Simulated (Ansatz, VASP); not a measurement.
# Two plane-wave programs on ZnPt

```
Zn Pt
1.0
     2.86400   -0.02864    0.00000
    -0.02864    2.86400    0.00000
     0.00000    0.00000    3.51000
Zn Pt
1 1
Direct
  0.50000 0.50000 0.50000
  0.00000 0.00000 0.00000
```

Change from the starting cell: strain -0.0200 x Voigt [0, 0, 0, 0, 0, 1], atoms carried along.

Alike in both runs: task single point; functional LDA; k mesh 16 × 16 × 14; occupations gaussian, width 0.15 eV; no spin polarisation.

|  | VASP | Ansatz |
| --- | --- | --- |
| version | VASP 6.6.1 | Ansatz 0.2.0 |
| potentials or method | VASP PAW LDA potentials, release 64 (Zn, Pt_sv_GW), cutoff 500 eV | scalar-relativistic, plane waves, PAW |
| valence electrons in the cell | 30 | 30 |

VASP gave:

- gap on the k mesh at the Fermi level (eV): none
- pressure (GPa): -11.8
- traceless stress, the component that is largest in VASP (GPa): 1.03

Question: What did Ansatz give for the same quantities?

Answer: gap on the k mesh at the Fermi level (eV): none; pressure (GPa): -10.9; traceless stress, the component that is largest in VASP (GPa): 1.02.

LDA's correlation is that of Perdew and Zunger in VASP and of Perdew and Wang (1992) in Ansatz. A gap of «none» marks a metal or a gap that the smearing closes.

Spin-orbit coupling is off throughout.
